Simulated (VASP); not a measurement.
# AlN in VASP: a series of runs

The runs below take AlN through single point, relaxation of cell and atoms, with PBEsol.

Everything below comes from runs of VASP 6.6.1. Logs are shortened: lines on timing, memory, paths and dates and some standing lists are left out, and cuts for length are marked.

### Step 1. The cell of the first run

Symmetry: P6_3mc, No. 186, hexagonal system. Conventional cell: a = 3.114 Å, b = 3.114 Å, c = 4.984 Å, α = 90.00°, β = 90.00°, γ = 120.00°. Within 2.5 Å of Al (site symmetry 3m) lie 4 N at 1.89 to 1.90 Å. Within 2.5 Å of N (site symmetry 3m) lie 4 Al at 1.89 to 1.90 Å.

### Step 2. Single point, PBEsol

File INCAR:

```
SYSTEM = AlN
PREC = Accurate ; ENCUT = 520
EDIFF = 1E-6 ; ISMEAR = 0
SIGMA = 0.02 ; LREAL = .FALSE.
LASPH = .TRUE. ; NELM = 100
ALGO = Normal ; ISIF = 2
LWAVE = .FALSE. ; LCHARG = .TRUE.
GGA = PS ; LELF = .TRUE.
LVHAR = .TRUE. ; NBANDS = 16
```

File KPOINTS:

```
Automatic mesh
0
G
  9 9 4
  0 0 0
```

File POSCAR:

```
AlN
1.0
    3.1137807606      0.0000000000      0.0000000000
   -1.5568903803      2.6966132405      0.0000000000
    0.0000000000      0.0000000000      4.9836450386
Al N
2 2
Direct
    0.6666666667      0.3333333333      0.4990218942
    0.3333333333      0.6666666667      0.9990218942
    0.6666666667      0.3333333333      0.8809781058
    0.3333333333      0.6666666667      0.3809781058
```

Potentials or basis: VASP PAW PBE potentials, release 64 (Al, N).

Started as:

```bash
$ cat potpaw_PBE.64/Al/POTCAR potpaw_PBE.64/N/POTCAR > POTCAR
$ mpirun -np 1 vasp_std > vasp.out
```

OUTCAR:

```text
SYSTEM = AlN
   PREC = Accurate
   ENCUT = 520
   EDIFF = 1E-6
   ISMEAR = 0
   LREAL = .FALSE.
   LASPH = .TRUE.
   NELM = 100
   ISIF = 2
   GGA = PS

 ion  position               nearest neighbor table
   1  0.667  0.333  0.499-   4 1.89   4 1.89   4 1.89   3 1.90   2 3.07   2 3.07   2 3.07   2 3.07
                             2 3.07   2 3.07
   2  0.333  0.667  0.999-   3 1.89   3 1.89   3 1.89   4 1.90   1 3.07   1 3.07   1 3.07   1 3.07
                             1 3.07   1 3.07
   3  0.667  0.333  0.881-   2 1.89   2 1.89   2 1.89   1 1.90
   4  0.333  0.667  0.381-   1 1.89   1 1.89   1 1.89   2 1.90

  LATTYP: Found a hexagonal cell.
 ALAT       =     3.1137807606
 C/A-ratio  =     1.6005125029

  Lattice vectors:

 A1 = (   3.1137807606,   0.0000000000,   0.0000000000)
 A2 = (  -1.5568903803,   2.6966132405,   0.0000000000)
 A3 = (   0.0000000000,   0.0000000000,   4.9836450386)

Analysis of symmetry for initial positions (statically):
=====================================================================
 Subroutine PRICEL returns:
 Original cell was already a primitive cell.

 Routine SETGRP: Setting up the symmetry group for a
 hexagonal supercell.

 Subroutine GETGRP returns: Found 12 space group operations
 (whereof  6 operations were pure point group operations)
 out of a pool of 24 trial point group operations.

The static configuration has the point symmetry C_3v.
 The point group associated with its full space group is C_6v.

Analysis of symmetry for dynamics (positions and initial velocities):
=====================================================================
 Subroutine PRICEL returns:
 Original cell was already a primitive cell.

 Routine SETGRP: Setting up the symmetry group for a
 hexagonal supercell.

 Subroutine GETGRP returns: Found 12 space group operations
 (whereof  6 operations were pure point group operations)
 out of a pool of 24 trial point group operations.

The dynamic configuration has the point symmetry C_3v.
 The point group associated with its full space group is C_6v.

 Subroutine INISYM returns: Found 12 space group operations
 (whereof  6 operations are pure point group operations),
 and found     1 'primitive' translations

----------------------------------------------------------------------------------------

                                     Primitive cell

  volume of cell :      41.8460

  direct lattice vectors                    reciprocal lattice vectors
     3.113780761  0.000000000  0.000000000     0.321152990  0.185417765  0.000000000
[... 96 lines left out ...]
   ISIF   =      2    stress and relaxation
   ISYM   =      2    0-nonsym 1-usesym 2-fastsym
   POTIM  = 0.5000    time-step for ionic-motion
   TEBEG  =    0.0;   TEEND  =   0.0 temperature during run
   PSTRESS=    0.0 pullay stress
   NELECT =      16.0000    total number of electrons
   NUPDOWN=      -1.0000    fix difference up-down
   EMIN   =  10.00;   EMAX   =-10.00  energy-range for DOS
   EFERMI =   0.00;   METHOD = LEGACY
   ISMEAR =     0;   SIGMA  =   0.02  broadening in eV -4-tet -1-fermi 0-gaus
   EFERMI_NEDOS =   21; number of points for ismear=-14 and -15
   IALGO  =     38    algorithm
   IMIX   =      4    mixing-type and parameters
     AMIX     =   0.40;   BMIX     =  1.00
     AMIX_MAG =   1.60;   BMIX_MAG =  1.00
  volume/ion in A,a.u.               =      10.46        70.60
  Fermi-wavevector in a.u.,A,eV,Ry     =   1.188220  2.245410 19.209617  1.411867
  Thomas-Fermi vector in A             =   2.324354
   LORBIT       =      0    0 simple, 1 ext, 2 COOP (PROOUT), +10 PAW based schemes
   GGA     = PS    functional components
   LHFCALC =     F    Hartree Fock is set to
   AEXX    =    0.0000 exact exchange contribution
   IVDW    =     0    specifies the selected vdW correction
   LEPSILON=     F    determine dielectric tensor
   LRPA    =     F    only Hartree local field effects (RPA)
 non-spin polarized calculation
 Gauss-broadening in eV      SIGMA  =   0.02
  energy-cutoff  :      520.00
  volume of cell :       41.85
 maximum number of plane-waves:      1152
 NGX is ok and might be reduce to    24
   NGX = 11   NGY = 11   NGZ = 19

 number of electron      15.9999997 magnetization

 Free energy of the ion-electron system (eV)
  ---------------------------------------------------
  ext. energy  EPLUGINS =         0.00000000
  ---------------------------------------------------
  free energy    TOTEN  =       -31.31242076 eV

  energy without entropy =      -31.31242076  energy(sigma->0) =      -31.31242076

 E-fermi :   6.1384     XC(G=0): -11.0992

 val. band max:        6.0497031373   @ k =   0.0000   0.0000   0.0000
 cond. band min:      10.1614533147   @ k =   0.0000   0.0000   0.0000
 fundamental gap:      4.1117501774
 Fermi energy:         6.1384111627

 k-point     1 :       0.0000    0.0000    0.0000
  band No.  band energies     occupation
      1      -9.1110      2.00000
      2      -6.9316      2.00000
      3       0.0003      2.00000
      4       5.1724      2.00000
      5       5.1724      2.00000
      6       5.8264      2.00000
[... 433 lines left out ...]
      3       1.4232      2.00000
      4       1.5728      2.00000
      5       1.5728      2.00000
      6       3.0606      2.00000
[... 8 lines left out ...]
     15      18.9782      0.00000
     16      21.3599      0.00000

 [... further k-points ...]

------------------------ aborting loop because EDIFF is reached ----------------------------------------

  FORCE on cell =-STRESS in cart. coord.  units (eV):
  Direction    XX          YY          ZZ          XY          YZ          ZX
  --------------------------------------------------------------------------------------
  -------------------------------------------------------------------------------------
  Total       -0.0051544     -0.0051544     -0.0005337      0.0000000      0.0000000      0.0000000
  in kB       -0.1973478     -0.1973478     -0.0204351      0.0000000      0.0000000      0.0000000
  external PRESSURE =      -0.1383769 kB  Pullay stress =       0.0000000 kB

 VOLUME and BASIS-vectors are now :
 -----------------------------------------------------------------------------
  energy-cutoff  :      520.00
  volume of cell :       41.85
      direct lattice vectors                 reciprocal lattice vectors
     3.113780761  0.000000000  0.000000000     0.321152990  0.185417765  0.000000000
    -1.556890380  2.696613241  0.000000000     0.000000000  0.370835530  0.000000000
     0.000000000  0.000000000  4.983645039     0.000000000  0.000000000  0.200656345

 POSITION                                       TOTAL-FORCE (eV/Angst)
 -----------------------------------------------------------------------------------
      1.55689      0.89887      2.48695        -0.000000      0.000000     -0.001817
     -0.00000      1.79774      4.97877         0.000000     -0.000000     -0.001817
      1.55689      0.89887      4.39048         0.000000      0.000000      0.001817
     -0.00000      1.79774      1.89866        -0.000000      0.000000      0.001817
 -----------------------------------------------------------------------------------
    total drift:                               -0.000000      0.000000      0.000486

  FREE ENERGIE OF THE ION-ELECTRON SYSTEM (eV)
  ---------------------------------------------------
  free  energy   TOTEN  =       -31.3124207632 eV

  energy  without entropy=      -31.3124207632  energy(sigma->0) =      -31.31242076
```

OSZICAR:

```text
N       E                     dE             d eps       ncg     rms          rms(c)
DAV:   1     0.380451376401E+02    0.38045E+02   -0.73136E+03  1152   0.900E+02
DAV:   2    -0.324295874204E+02   -0.70475E+02   -0.65044E+02  1640   0.183E+02
DAV:   3    -0.357378840101E+02   -0.33083E+01   -0.32997E+01  1416   0.413E+01
DAV:   4    -0.357580229348E+02   -0.20139E-01   -0.20138E-01  1456   0.363E+00
DAV:   5    -0.357582801855E+02   -0.25725E-03   -0.25725E-03  1440   0.414E-01    0.117E+01
DAV:   6    -0.313645569576E+02    0.43937E+01   -0.95652E+00  1384   0.223E+01    0.418E+00
DAV:   7    -0.313497727329E+02    0.14784E-01   -0.61213E-01  1248   0.544E+00    0.289E+00
DAV:   8    -0.313169798880E+02    0.32793E-01   -0.72196E-02  1280   0.227E+00    0.595E-01
DAV:   9    -0.313121295924E+02    0.48503E-02   -0.12549E-02  1488   0.833E-01    0.250E-01
DAV:  10    -0.313124988452E+02   -0.36925E-03   -0.14796E-03  1232   0.246E-01    0.157E-01
DAV:  11    -0.313124223004E+02    0.76545E-04   -0.12314E-04  1336   0.812E-02    0.336E-02
DAV:  12    -0.313124212715E+02    0.10290E-05   -0.55719E-06  1368   0.201E-02    0.566E-03
DAV:  13    -0.313124207632E+02    0.50829E-06   -0.22495E-06  1216   0.112E-02
   1 F= -.31312421E+02 E0= -.31312421E+02  d E =-.995700E-13
```

stdout:

```text
POSCAR found type information on POSCAR AlN
 POSCAR found :  2 types and       4 ions
 scaLAPACK will be used
 -----------------------------------------------------------------------------
|                                                                             |
|                                                                             |
|     You enforced a specific xc type in the INCAR file but a different       |
|     I HOPE YOU KNOW WHAT YOU ARE DOING!                                     |
|                                                                             |
 -----------------------------------------------------------------------------

 LDA part: xc-table for (Slater+PW92), standard interpolation
 POSCAR, INCAR and KPOINTS ok, starting setup
 FFT: planning ... GRIDC
 FFT: planning ... GRID_SOFT
 FFT: planning ... GRID
 WAVECAR not read
 entering main loop
```

Wall time 27 s (1 thread of Intel Xeon 8259CL, shared host); peak memory 0.16 GiB.

Results:

```yaml
Free_energy: -31.3124 eV
Pressure: 0.0 GPa
Band_gap_on_the_k_mesh: 4.11 eV
```

Caveat: the PAW data sets were made with another functional, which shifts forces and pressure a little.

### Step 3. Single point, PBEsol

File INCAR:

```
PREC = Accurate
ENCUT = 520
EDIFF = 1E-7
ISMEAR = 0
SIGMA = 0.02
LREAL = False
LASPH = True
NELM = 80
ALGO = Normal
ISIF = 2
LWAVE = False
LCHARG = False
GGA = PS
NBANDS = 16
```

File KPOINTS:

```
regular mesh
0
Gamma
  9 9 4
```

POSCAR is that of step 2.

Potentials or basis: VASP PAW PBE potentials, release 64 (Al, N).

Started as:

```bash
$ cat potpaw_PBE.64/Al/POTCAR potpaw_PBE.64/N/POTCAR > POTCAR
$ mpirun -np 1 vasp_std > vasp.out
```

Wall time 25 s (1 thread of Intel Xeon 8259CL, shared host); peak memory 0.16 GiB.

The run converged. Its results:

```
Free energy            : -31.3124 eV
Pressure               : 0.0 GPa
Band gap on the k mesh : 4.11 eV
```

Levels at points of the mesh, in eV from the valence-band top:
```tsv
k point	band 4	band 5	band 6	band 7	band 8	band 9	band 10	band 11	band 12	band 13
(0.00, 0.00, 0.00)	-0.88	-0.88	-0.22	-0.22	0.00	4.11	6.55	10.49	11.02	11.02
(0.00, 0.00, 0.50)	-3.36	-0.56	-0.56	-0.56	-0.56	6.37	6.37	10.20	10.20	11.34
```

Caveat: the PAW data sets were made with another functional, which shifts forces and pressure a little.

### Step 4. Relaxation of cell and atoms, PBEsol

This run uses another cell than the first one, of 10.63 Å³/atom.

File INCAR:

```
PREC     = Accurate       # precision mode
ENCUT    = 600            # plane-wave cutoff, eV
EDIFF    = 1E-7           # SCF threshold, eV
ISMEAR   = 0              # smearing method
SIGMA    = 0.02           # smearing width, eV
LREAL    = F              # projectors in reciprocal space
LASPH    = T              # aspherical terms in the spheres
NELM     = 80             # most SCF steps
ALGO     = Normal         # electronic algorithm
ISIF     = 3              # what is computed and relaxed
LWAVE    = F              # write WAVECAR
LCHARG   = F              # write CHGCAR
GGA      = PS             # functional
IBRION   = 2              # ionic algorithm
NSW      = 100            # ionic steps
EDIFFG   = -0.005         # ionic threshold
```

File KPOINTS:

```
Automatic mesh
0
Gamma
  9 9 4
```

File POSCAR:

```
AlN
1.0
    3.1285881360      0.0000000000      0.0000000000
   -1.5642940680      2.7094368037      0.0000000000
    0.0000000000      0.0000000000      5.0169550000
Al N
2 2
Direct
    0.6666666700      0.3333333300      0.4992870000
    0.3333333300      0.6666666700      0.9992870000
    0.6666666700      0.3333333300      0.8807130000
    0.3333333300      0.6666666700      0.3807130000
```

Potentials or basis: VASP PAW PBE potentials, release 64 (Al, N).

Started as:

```bash
$ cat potpaw_PBE.64/Al/POTCAR potpaw_PBE.64/N/POTCAR > POTCAR
$ mpirun -np 1 vasp_std > vasp.out
```

OUTCAR:

```text
PREC = Accurate
   ENCUT = 600
   EDIFF = 1E-7
   ISMEAR = 0
   LREAL = F
   LASPH = T
   NELM = 80
   ISIF = 3
   GGA = PS
   IBRION = 2
   NSW = 100
   EDIFFG = -0.005

 ion  position               nearest neighbor table
   1  0.667  0.333  0.499-   4 1.90   4 1.90   4 1.90   3 1.91   2 3.09   2 3.09   2 3.09   2 3.09
                             2 3.09   2 3.09
   2  0.333  0.667  0.999-   3 1.90   3 1.90   3 1.90   4 1.91   1 3.09   1 3.09   1 3.09   1 3.09
                             1 3.09   1 3.09
   3  0.667  0.333  0.881-   2 1.90   2 1.90   2 1.90   1 1.91
   4  0.333  0.667  0.381-   1 1.90   1 1.90   1 1.90   2 1.91

  LATTYP: Found a hexagonal cell.
 ALAT       =     3.1285881360
 C/A-ratio  =     1.6035843588

  Lattice vectors:

 A1 = (   3.1285881360,   0.0000000000,   0.0000000000)
 A2 = (  -1.5642940680,   2.7094368037,   0.0000000000)
[... 435 lines left out ...]
      5       5.1792      2.00000
      6       5.8338      2.00000
      7       5.8338      2.00000
      8       6.0589      2.00000
      9      10.1770      0.00000
     10      12.6114      0.00000
     11      16.5572      0.00000
     12      17.0817      0.00000
[... 331 lines left out ...]
 k-point    24 :       0.3333    0.3333    0.2500
  band No.  band energies     occupation
      1      -6.5488      2.00000
      2      -6.5488      2.00000
      3       1.4270      2.00000
      4       1.5784      2.00000
      5       1.5784      2.00000
      6       3.0660      2.00000
      7       4.5639      2.00000
      8       4.5639      2.00000
      9      11.7992      0.00000
     10      14.1346      0.00000
     11      14.5934      0.00000
     12      14.5934      0.00000

 [... further k-points ...]

------------------------ aborting loop because EDIFF is reached ----------------------------------------

  FORCE on cell =-STRESS in cart. coord.  units (eV):
  Direction    XX          YY          ZZ          XY          YZ          ZX
  --------------------------------------------------------------------------------------
  -------------------------------------------------------------------------------------
  Total       -0.0004064     -0.0004064     -0.0000751      0.0000000      0.0000000      0.0000000
  in kB       -0.0155717     -0.0155717     -0.0028781      0.0000000      0.0000000      0.0000000
  external PRESSURE =      -0.0113405 kB  Pullay stress =       0.0000000 kB
[... 19 lines left out ...]
  FREE ENERGIE OF THE ION-ELECTRON SYSTEM (eV)
  ---------------------------------------------------
  free  energy   TOTEN  =       -31.3166971819 eV

  energy  without entropy=      -31.3166971819  energy(sigma->0) =      -31.31669718

 reached required accuracy - stopping structural energy minimisation
```

OSZICAR:

```text
N       E                     dE             d eps       ncg     rms          rms(c)
DAV:   1     0.577841280532E+02    0.57784E+02   -0.81950E+03   864   0.133E+03
DAV:   2    -0.307379909719E+02   -0.88522E+02   -0.81913E+02  1228   0.248E+02
DAV:   3    -0.356477758802E+02   -0.49098E+01   -0.48849E+01  1148   0.636E+01
[... 50 lines left out ...]
   6 F= -.31316693E+02 E0= -.31316693E+02  d E =-.152405E-05
       N       E                     dE             d eps       ncg     rms          rms(c)
DAV:   1    -0.313166972680E+02   -0.42833E-05   -0.66865E-04   864   0.238E-01    0.544E-03
DAV:   2    -0.313166976104E+02   -0.34240E-06   -0.10819E-05  1016   0.296E-02    0.341E-03
DAV:   3    -0.313166971912E+02    0.41922E-06   -0.46107E-07   976   0.789E-03    0.115E-03
DAV:   4    -0.313166971819E+02    0.92989E-08   -0.30796E-07   700   0.474E-03
   7 F= -.31316697E+02 E0= -.31316697E+02  d E =-.572587E-05
```

CONTCAR:

```text
AlN
   1.00000000000000
     3.1130032110835320   -0.0000000000000000   -0.0000000000000000
    -1.5565016055417660    2.6959398628070828    0.0000000000000000
     0.0000000000000000    0.0000000000000000    4.9819914395979916
  Al              N
     2     2
Direct
     0.6666666699999979    0.3333333300000021    0.4989971578389008
     0.3333333300000021    0.6666666699999979    0.9989971578389008
     0.6666666699999979    0.3333333300000021    0.8810028421611018
     0.3333333300000021    0.6666666699999979    0.3810028421611018

  0.00000000E+00  0.00000000E+00  0.00000000E+00
  0.00000000E+00  0.00000000E+00  0.00000000E+00
  0.00000000E+00  0.00000000E+00  0.00000000E+00
  0.00000000E+00  0.00000000E+00  0.00000000E+00
```

Wall time 1.9 min (1 thread of Intel Xeon 8259CL, shared host); peak memory 0.18 GiB.

Results:

```yaml
Free_energy: -31.3167 eV
Relaxed_volume: 10.45 Å³/atom
Relaxed_cell: a = 3.113 Å, b = 3.113 Å, c = 4.982 Å, α = 90.00°, β = 90.00°, γ = 120.00°
Space_group_after_relaxing_to_0.1_Å: P6_3mc (No. 186)
Energy_gained_by_relaxing: 1.9 meV/atom
Ionic_steps: 7
Pressure_after_relaxing: 0.0 GPa
Band_gap_on_the_k_mesh: 4.12 eV
```

The path:
```tsv
step	energy change (eV)	largest force (eV/Å)	pressure (GPa)	volume (Å³)
1	0.0000	0.0062	-3.30	42.53
2	-0.0015	0.0176	3.12	41.20
3	-0.0075	0.0119	0.01	41.82
4	-0.0075	0.0100	0.00	41.81
5	-0.0075	0.0084	0.00	41.81
6	-0.0075	0.0074	0.00	41.81
7	-0.0075	0.0003	0.00	41.81
```

Final structure:
```
Al N
1.0
     3.11300    0.00000    0.00000
    -1.55650    2.69594    0.00000
     0.00000    0.00000    4.98199
Al N
2 2
Direct
  0.66667 0.33333 0.49900
  0.33333 0.66667 0.99900
  0.66667 0.33333 0.88100
  0.33333 0.66667 0.38100
```

Caveat: the PAW data sets were made with another functional, which shifts forces and pressure a little.

[end of part 1 of 2]
